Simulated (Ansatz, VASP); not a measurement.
**Os in VASP and in Ansatz**

```
Os
1.0
     2.71457    0.00000    0.00000
    -1.35729    2.35089    0.00000
     0.00000    0.00000    4.29324
Os
2
Direct
  0.33333 0.66667 0.25000
  0.66667 0.33333 0.75000
```

Alike in both runs: functional LDA; k mesh 18 × 18 × 10; occupations gaussian, width 0.1 eV; no spin polarisation.

Ansatz relaxed the structure, and its values are those at the end. VASP's run is a single point on that final structure, the one shown.

|  | VASP | Ansatz |
| --- | --- | --- |
| version | VASP 6.6.1 | Ansatz 0.2.0 |
| potentials or method | VASP PAW LDA potentials, release 64 (Os), cutoff 520 eV | scalar-relativistic, plane waves, PAW |
| valence electrons in the cell | 16 | 32 |

|  | VASP | Ansatz | Ansatz less VASP |
| --- | --- | --- | --- |
| gap on the k mesh at the Fermi level (eV) | none | none | - |
| pressure (GPa) | 1.0 | 0.0 | -0.98 |

LDA's correlation is that of Perdew and Zunger in VASP and of Perdew and Wang (1992) in Ansatz. A gap of «none» marks a metal or a gap that the smearing closes. VASP's potentials hold 16 valence electrons a cell and Ansatz's 32, so a difference there can come from the potentials and not from the codes.

Neither program's run includes spin-orbit coupling.
